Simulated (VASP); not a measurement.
# Re (P6/mmm) in VASP: notebook

The runs below take Re through single point, with r2SCAN.

All numbers are computed with VASP 6.6.1; they aren't measurements. Logs are shortened: lines on timing, memory, paths and dates and some standing lists are left out, and cuts for length are marked.

## 1. The cell of the first run

It takes space group P6/mmm (No. 191, hexagonal). Conventional cell: a = 4.355 Å, b = 4.355 Å, c = 2.727 Å, α = 90.00°, β = 90.00°, γ = 120.00°. Within 3.6 Å of Re (site symmetry 6/mmm) lie 14 Re at 2.73 to 2.86 Å. Re (site symmetry -6m2) has 11 Re at 2.51 to 2.86 Å within 3.3 Å.

## 2. Single point, r2SCAN

Input file POSCAR:

```
Re
1.0
    4.3554152738      0.0000000000      0.0000000000
   -2.1777076369      3.7719002711      0.0000000000
    0.0000000000      0.0000000000      2.7268875601
Re
3
Direct
    1.0000000000      1.0000000000      0.0000000000
    0.3333333333      0.6666666667      0.5000000000
    0.6666666667      0.3333333333      0.5000000000
```

Input file INCAR.step1:

```
SYSTEM = Re
PREC = Accurate ; ENCUT = 520
ISMEAR = -1 ; SIGMA = 0.1
LREAL = .FALSE. ; LASPH = .TRUE.
NELM = 100 ; NBANDS = 18
GGA = PE ; ALGO = Normal
EDIFF = 1E-4 ; LWAVE = .TRUE.
LCHARG = .FALSE.
```

Input file INCAR.step2:

```
SYSTEM = Re
PREC = Accurate ; ENCUT = 520
EDIFF = 1E-6 ; ISMEAR = -1
SIGMA = 0.1 ; LREAL = .FALSE.
LASPH = .TRUE. ; NELM = 100
ALGO = Normal ; ISIF = 2
LWAVE = .FALSE. ; LCHARG = .FALSE.
METAGGA = R2SCAN ; LMIXTAU = .TRUE.
NBANDS = 18 ; ISTART = 1
```

Input file KPOINTS:

```
Automatic mesh
0
G
  8 8 12
  0 0 0
```

Potentials or basis: VASP PAW PBE potentials, release 64 (Re).

On the command line:

```sh
$ cat potpaw_PBE.64/Re/POTCAR > POTCAR
$ cp INCAR.step1 INCAR
$ mpirun -np 1 vasp_std > vasp.out
$ cp INCAR.step2 INCAR
$ mpirun -np 1 vasp_std > vasp.out
```

OUTCAR:

```text
SYSTEM = Re
   PREC = Accurate
   ENCUT = 520
   EDIFF = 1E-6
   ISMEAR = -1
   LREAL = .FALSE.
   LASPH = .TRUE.
   NELM = 100
   ISIF = 2
   METAGGA = R2SCAN
   ISTART = 1

 ion  position               nearest neighbor table
   1  0.000  0.000  0.000-   2 2.86   3 2.86   2 2.86   3 2.86   2 2.86   2 2.86   3 2.86   3 2.86
                             3 2.86   3 2.86   2 2.86   2 2.86
   2  0.333  0.667  0.500-   3 2.51   3 2.51   3 2.51   1 2.86   1 2.86   1 2.86   1 2.86   1 2.86
                             1 2.86
   3  0.667  0.333  0.500-   2 2.51   2 2.51   2 2.51   1 2.86   1 2.86   1 2.86   1 2.86   1 2.86
                             1 2.86

  LATTYP: Found a hexagonal cell.
 ALAT       =     4.3554152738
 C/A-ratio  =     0.6260912884

  Lattice vectors:

 A1 = (   4.3554152738,   0.0000000000,   0.0000000000)
 A2 = (  -2.1777076369,   3.7719002711,   0.0000000000)
 A3 = (   0.0000000000,   0.0000000000,   2.7268875601)

Analysis of symmetry for initial positions (statically):
=====================================================================
 Subroutine PRICEL returns:
 Original cell was already a primitive cell.

 Routine SETGRP: Setting up the symmetry group for a
 hexagonal supercell.

 Subroutine GETGRP returns: Found 24 space group operations
 (whereof 24 operations were pure point group operations)
 out of a pool of 24 trial point group operations.

The static configuration has the point symmetry D_6h.

Analysis of symmetry for dynamics (positions and initial velocities):
=====================================================================
 Subroutine PRICEL returns:
 Original cell was already a primitive cell.

 Routine SETGRP: Setting up the symmetry group for a
 hexagonal supercell.

 Subroutine GETGRP returns: Found 24 space group operations
 (whereof 24 operations were pure point group operations)
 out of a pool of 24 trial point group operations.

The dynamic configuration has the point symmetry D_6h.

 Subroutine INISYM returns: Found 24 space group operations
 (whereof 24 operations are pure point group operations),
 and found     1 'primitive' translations

----------------------------------------------------------------------------------------

                                     Primitive cell

  volume of cell :      44.7978

  direct lattice vectors                    reciprocal lattice vectors
     4.355415274  0.000000000  0.000000000     0.229599232  0.132559178  0.000000000
    -2.177707637  3.771900271  0.000000000     0.000000000  0.265118356  0.000000000
     0.000000000  0.000000000  2.726887560     0.000000000  0.000000000  0.366718458

  length of vectors
     4.355415274  4.355415274  2.726887560     0.265118356  0.265118356  0.366718458

  position of ions in fractional coordinates (direct lattice)
     0.000000000  0.000000000  0.000000000
     0.333333333  0.666666667  0.500000000
     0.666666667  0.333333333  0.500000000

  ion indices of the primitive-cell ions
   primitive index   ion index
                 1           1
                 2           2
                 3           3

----------------------------------------------------------------------------------------

 KPOINTS: Automatic mesh

Automatic generation of k-mesh.
 Grid dimensions read from file:
 generate k-points for:    8    8   12

 Generating k-lattice:

  Cartesian coordinates                     Fractional coordinates (reciprocal lattice)
     0.028699904  0.016569897  0.000000000     0.125000000  0.000000000  0.000000000
     0.000000000  0.033139795  0.000000000     0.000000000  0.125000000  0.000000000
     0.000000000  0.000000000  0.030559871     0.000000000  0.000000000  0.083333333

  Length of vectors
     0.033139795  0.033139795  0.030559871

  Shift w.r.t. Gamma in fractional coordinates (k-lattice)
     0.000000000  0.000000000  0.000000000

 Subroutine IBZKPT returns following result:
 ===========================================

 Found     70 irreducible k-points:

 Following reciprocal coordinates:
            Coordinates               Weight
  0.000000  0.000000  0.000000      1.000000
  0.125000  0.000000  0.000000      6.000000
  0.250000  0.000000  0.000000      6.000000
  0.375000  0.000000  0.000000      6.000000
  0.500000  0.000000  0.000000      3.000000
  0.125000  0.125000  0.000000      6.000000
[... 16 lines left out ...]
  0.250000  0.000000  0.166667     12.000000
  0.375000  0.000000  0.166667     12.000000
 [... further k-points ...]
   k-points           NKPTS =     70   k-points in BZ     NKDIM =     70   number of bands    NBANDS=     18
   number of dos      NEDOS =    301   number of ions     NIONS =      3
   total plane-waves  NPLWV =  20480
   dimension x,y,z NGX =    32 NGY =   32 NGZ =   20
   dimension x,y,z NGXF=    64 NGYF=   64 NGZF=   40
   ions per type =               3
   NGX,Y,Z   is equivalent  to a cutoff of  12.21, 12.21, 12.19 a.u.
   NGXF,Y,Z  is equivalent  to a cutoff of  24.43, 24.43, 24.39 a.u.
 SYSTEM =  Re
   PREC   = accura    normal or accurate (medium, high low for compatibility)
   ISTART =      1    job   : 0-new  1-cont  2-samecut
   ICHARG =      0    charge: 1-file 2-atom 10-const
   ISPIN  =      1    spin polarized calculation?
   LNONCOLLINEAR =      F non collinear calculations
   LSORBIT =      F    spin-orbit coupling
   LASPH  =      T    aspherical Exc in radial PAW
   ENCUT  =  520.0 eV  38.22 Ry    6.18 a.u.   8.10  8.10  5.07*2*pi/ulx,y,z
   NELM   =    100;   NELMIN=  2; NELMDL=  0     # of ELM steps
   EDIFF  = 0.1E-05   stopping-criterion for ELM
   LREAL  =      F    real-space projection
   EDIFFG = 0.1E-04   stopping-criterion for IOM
   NSW    =      0    number of steps for IOM
   IBRION =     -1    ionic relax: 0-MD 1-quasi-New 2-CG
   NFREE  =      0    steps in history (QN), initial steepest desc. (CG)
   ISIF   =      2    stress and relaxation
   ISYM   =      2    0-nonsym 1-usesym 2-fastsym
   POTIM  = 0.5000    time-step for ionic-motion
   TEBEG  =    0.0;   TEEND  =   0.0 temperature during run
   PSTRESS=    0.0 pullay stress
   NELECT =      21.0000    total number of electrons
   NUPDOWN=      -1.0000    fix difference up-down
   EMIN   =  10.00;   EMAX   =-10.00  energy-range for DOS
   EFERMI =   0.00;   METHOD = LEGACY
   ISMEAR =    -1;   SIGMA  =   0.10  broadening in eV -4-tet -1-fermi 0-gaus
   EFERMI_NEDOS =   21; number of points for ismear=-14 and -15
   IALGO  =     38    algorithm
   IMIX   =      4    mixing-type and parameters
     AMIX     =   0.40;   BMIX     =  1.00
     AMIX_MAG =   1.60;   BMIX_MAG =  1.00
  volume/ion in A,a.u.               =      14.93       100.77
  Fermi-wavevector in a.u.,A,eV,Ry     =   1.271732  2.403225 22.004733  1.617302
  Thomas-Fermi vector in A             =   2.404649
   LORBIT       =      0    0 simple, 1 ext, 2 COOP (PROOUT), +10 PAW based schemes
   METAGGA = R2SCAN    functional components
   LHFCALC =     F    Hartree Fock is set to
   AEXX    =    0.0000 exact exchange contribution
   IVDW    =     0    specifies the selected vdW correction
   LEPSILON=     F    determine dielectric tensor
   LRPA    =     F    only Hartree local field effects (RPA)
 non-spin polarized calculation
  energy-cutoff  :      520.00
  volume of cell :       44.80
 maximum number of plane-waves:      1226
   NGX = 17   NGY = 17   NGZ = 11

 number of electron      21.0000001 magnetization

 Free energy of the ion-electron system (eV)
  ---------------------------------------------------
  ext. energy  EPLUGINS =         0.00000000
  ---------------------------------------------------
  free energy    TOTEN  =      -156.88430097 eV

  energy without entropy =     -156.81161391  energy(sigma->0) =     -156.84795744

 E-fermi :   7.5719     XC(G=0): -14.8722

 val. band max:        7.5641355805   @ k =   0.3750   0.0000   0.2500
 cond. band min:       7.5808658541   @ k =   0.0000   0.0000   0.1667
 fundamental gap:      0.0167302736
 Fermi energy:         7.5718741044

 k-point     1 :       0.0000    0.0000    0.0000
  band No.  band energies     occupation
      1      -2.7123      2.00000
      2       1.4194      2.00000
      3       4.2800      2.00000
      4       4.5538      2.00000
      5       4.5538      2.00000
      6       4.5783      2.00000
[... 10 lines left out ...]
     17      16.4670      0.00000
     18      18.0261      0.00000

 k-point     2 :       0.1250    0.0000    0.0000
  band No.  band energies     occupation
      1      -2.4420      2.00000
      2       1.5074      2.00000
      3       3.2984      2.00000
      4       3.9859      2.00000
      5       3.9933      2.00000
      6       5.1146      2.00000
[... 10 lines left out ...]
     17      16.2841      0.00000
     18      16.8934      0.00000

 k-point     3 :       0.2500    0.0000    0.0000
  band No.  band energies     occupation
      1      -1.6791      2.00000
      2       1.5129      2.00000
      3       2.3644      2.00000
      4       3.2770      2.00000
      5       3.7190      2.00000
      6       5.0016      2.00000
[... 10 lines left out ...]
     17      14.2431      0.00000
     18      14.8653      0.00000

 k-point     4 :       0.3750    0.0000    0.0000
  band No.  band energies     occupation
      1      -0.5724      2.00000
      2       0.9655      2.00000
      3       1.8275      2.00000
      4       3.1509      2.00000
      5       3.7230      2.00000
      6       4.4853      2.00000
[... 375 lines left out ...]
      4       3.4076      2.00000
      5       3.8121      2.00000
      6       4.2629      2.00000
[... 10 lines left out ...]
     17      16.2019      0.00000
     18      17.0706      0.00000

 k-point    23 :       0.2500    0.0000    0.1667
  band No.  band energies     occupation
      1      -0.9007      2.00000
      2       2.2142      2.00000
      3       2.8897      2.00000
      4       3.2912      2.00000
      5       3.3444      2.00000
      6       4.6862      2.00000
[... 10 lines left out ...]
     17      14.6297      0.00000
     18      15.8262      0.00000

 k-point    24 :       0.3750    0.0000    0.1667
  band No.  band energies     occupation
      1       0.1345      2.00000
      2       1.5906      2.00000
      3       2.4517      2.00000
      4       3.4623      2.00000
      5       3.4685      2.00000
      6       4.8699      2.00000
[... 10 lines left out ...]
     17      12.7706      0.00000
     18      14.3220      0.00000

 [... further k-points ...]
[... 5 lines left out ...]
  --------------------------------------------------------------------------------------
  -------------------------------------------------------------------------------------
  Total       -0.1313342     -0.1313342      0.0550507      0.0000000      0.0000000      0.0000000
  in kB       -4.6971187     -4.6971187      1.9688661      0.0000000      0.0000000      0.0000000
  external PRESSURE =      -2.4751238 kB  Pullay stress =       0.0000000 kB

 VOLUME and BASIS-vectors are now :
 -----------------------------------------------------------------------------
  energy-cutoff  :      520.00
  volume of cell :       44.80
      direct lattice vectors                 reciprocal lattice vectors
     4.355415274  0.000000000  0.000000000     0.229599232  0.132559178  0.000000000
    -2.177707637  3.771900271  0.000000000     0.000000000  0.265118356  0.000000000
     0.000000000  0.000000000  2.726887560     0.000000000  0.000000000  0.366718458

 POSITION                                       TOTAL-FORCE (eV/Angst)
 -----------------------------------------------------------------------------------
      0.00000      0.00000      0.00000        -0.000000      0.000000      0.000000
     -0.00000      2.51460      1.36344         0.000000      0.000000     -0.000000
      2.17771      1.25730      1.36344         0.000000      0.000000      0.000000
 -----------------------------------------------------------------------------------
    total drift:                               -0.000000      0.000000      0.000000

  FREE ENERGIE OF THE ION-ELECTRON SYSTEM (eV)
  ---------------------------------------------------
  free  energy   TOTEN  =      -156.8843009701 eV

  energy  without entropy=     -156.8116139073  energy(sigma->0) =     -156.84795744
```

Run time: 63 s. Hardware: 1 thread of Intel Xeon 6975P-C (Granite Rapids), shared host; peak memory 0.18 GiB.

What came out:

- Free energy: -156.8843 eV
- Pressure: -0.2 GPa

Stress tensor (GPa, compression positive):
```
-0.47  0.00  0.00
 0.00 -0.47  0.00
 0.00  0.00  0.20
```

Caveat: the PAW data sets were made with another functional, which shifts forces and pressure a little; spin-orbit coupling is left out, which moves the levels of the heavy elements.

## 3. Single point, r2SCAN (volume scaled by 0.88)

Input file POSCAR:

```
Re
1.0
    4.1737246457      0.0000000000      0.0000000000
   -2.0868623229      3.6145515716      0.0000000000
    0.0000000000      0.0000000000      2.6131326406
Re
3
Direct
    1.0000000000      1.0000000000      0.0000000000
    0.3333333333      0.6666666667      0.5000000000
    0.6666666667      0.3333333333      0.5000000000
```

Input file INCAR.step1:

```
PREC     = Accurate       # precision mode
ENCUT    = 520            # plane-wave cutoff, eV
ISMEAR   = -1             # smearing method
SIGMA    = 0.1            # smearing width, eV
LREAL    = False          # projectors in reciprocal space
LASPH    = True           # aspherical terms in the spheres
NELM     = 60             # most SCF steps
NBANDS   = 18             # bands
GGA      = PE             # functional
ALGO     = Normal         # electronic algorithm
EDIFF    = 1E-4           # SCF threshold, eV
LWAVE    = True           # write WAVECAR
LCHARG   = False          # write CHGCAR
```

Input file INCAR.step2:

```
PREC     = Accurate       # precision mode
ENCUT    = 520            # plane-wave cutoff, eV
EDIFF    = 1E-6           # SCF threshold, eV
ISMEAR   = -1             # smearing method
SIGMA    = 0.1            # smearing width, eV
LREAL    = False          # projectors in reciprocal space
LASPH    = True           # aspherical terms in the spheres
NELM     = 60             # most SCF steps
ALGO     = Normal         # electronic algorithm
ISIF     = 2              # what is computed and relaxed
LWAVE    = False          # write WAVECAR
LCHARG   = True           # write CHGCAR
METAGGA  = R2SCAN         # meta-GGA
LMIXTAU  = True         
LELF     = True           # ELF
LVHAR    = True         
NBANDS   = 18             # bands
ISTART   = 1
```

Input file KPOINTS:

```
Automatic mesh
0
Gamma
  10 10 13
```

Potentials or basis: VASP PAW PBE potentials, release 64 (Re).

On the command line:

```sh
$ cat potpaw_PBE.64/Re/POTCAR > POTCAR
$ cp INCAR.step1 INCAR
$ mpirun -np 1 vasp_std > vasp.out
$ cp INCAR.step2 INCAR
$ mpirun -np 1 vasp_std > vasp.out
```

It took 77 s on 1 thread of Intel Xeon 6975P-C (Granite Rapids), shared host; peak memory 0.19 GiB.

The run converged. Its results:

* Free energy: -155.9460 eV
* Pressure: 63.1 GPa

Stress tensor (GPa, compression positive):
```
64.84  0.00  0.00
 0.00 64.84  0.00
 0.00  0.00 59.54
```

Levels at points of the mesh, in eV from the Fermi level:
```csv
k point,band 6,band 7,band 8,band 9,band 10,band 11,band 12,band 13,band 14,band 15
"(0.00, 0.00, 0.00)",-3.40,-3.40,-2.38,-1.06,-1.06,0.01,0.01,0.05,0.05,5.46
"(0.50, 0.00, 0.00)",-4.40,-3.14,-2.20,-1.87,0.39,0.40,1.35,2.59,3.81,3.86
```

Caveat: the PAW data sets were made with another functional, which shifts forces and pressure a little; spin-orbit coupling is left out, which moves the levels of the heavy elements.

## 4. Single point, r2SCAN (volume scaled by 0.92)

Input file POSCAR:

```
Re
1.0
    4.2360282288      0.0000000000      0.0000000000
   -2.1180141144      3.6685080573      0.0000000000
    0.0000000000      0.0000000000      2.6521403713
Re
3
Direct
    1.0000000000      1.0000000000      0.0000000000
    0.3333333333      0.6666666667      0.5000000000
    0.6666666667      0.3333333333      0.5000000000
```

Input file INCAR.step1:

```
SYSTEM = Re
PREC     = Accurate       ! precision mode
ENCUT    = 520            ! plane-wave cutoff, eV
ISMEAR   = -1             ! smearing method
SIGMA    = 0.1            ! smearing width, eV
LREAL    = .FALSE.        ! projectors in reciprocal space
LASPH    = .TRUE.         ! aspherical terms in the spheres
NELM     = 60             ! most SCF steps
NBANDS   = 18             ! bands
GGA      = PE             ! functional
ALGO     = Normal         ! electronic algorithm
EDIFF    = 1E-4           ! SCF threshold, eV
LWAVE    = .TRUE.         ! write WAVECAR
LCHARG   = .FALSE.        ! write CHGCAR
```

Input file INCAR.step2:

```
SYSTEM = Re
PREC     = Accurate       ! precision mode
ENCUT    = 520            ! plane-wave cutoff, eV
EDIFF    = 1E-6           ! SCF threshold, eV
ISMEAR   = -1             ! smearing method
SIGMA    = 0.1            ! smearing width, eV
LREAL    = .FALSE.        ! projectors in reciprocal space
LASPH    = .TRUE.         ! aspherical terms in the spheres
NELM     = 60             ! most SCF steps
ALGO     = Normal         ! electronic algorithm
ISIF     = 2              ! what is computed and relaxed
LWAVE    = .FALSE.        ! write WAVECAR
LCHARG   = .FALSE.        ! write CHGCAR
METAGGA  = R2SCAN         ! meta-GGA
LMIXTAU  = .TRUE.       
NBANDS   = 18             ! bands
ISTART   = 1
```

Input file KPOINTS:

```
Automatic mesh
0
G
  10 10 13
  0 0 0
```

On the command line:

```sh
$ cat potpaw_PBE.64/Re/POTCAR > POTCAR
$ cp INCAR.step1 INCAR
$ mpirun -np 1 vasp_std > vasp.out
$ cp INCAR.step2 INCAR
$ mpirun -np 1 vasp_std > vasp.out
```

Run time: 76 s. Hardware: 1 thread of Intel Xeon 6975P-C (Granite Rapids), shared host; peak memory 0.2 GiB.

The run converged. Its results:

```yaml
Free_energy: -156.5035 eV
Pressure: 37.3 GPa
```

Stress tensor (GPa, compression positive):
```
38.42  0.00  0.00
 0.00 38.42  0.00
 0.00  0.00 35.15
```

Levels at points of the mesh, in eV from the Fermi level:
```csv
k point,band 6,band 7,band 8,band 9,band 10,band 11,band 12,band 13,band 14,band 15
"(0.00, 0.00, 0.00)",-3.26,-3.26,-2.23,-0.97,-0.97,0.06,0.06,0.09,0.09,5.13
"(0.50, 0.00, 0.00)",-4.17,-2.92,-2.09,-1.71,0.41,0.41,1.19,2.44,3.59,3.64
```

Caveat: the PAW data sets were made with another functional, which shifts forces and pressure a little; spin-orbit coupling is left out, which moves the levels of the heavy elements.

(Part 1 of 2 ends here.)
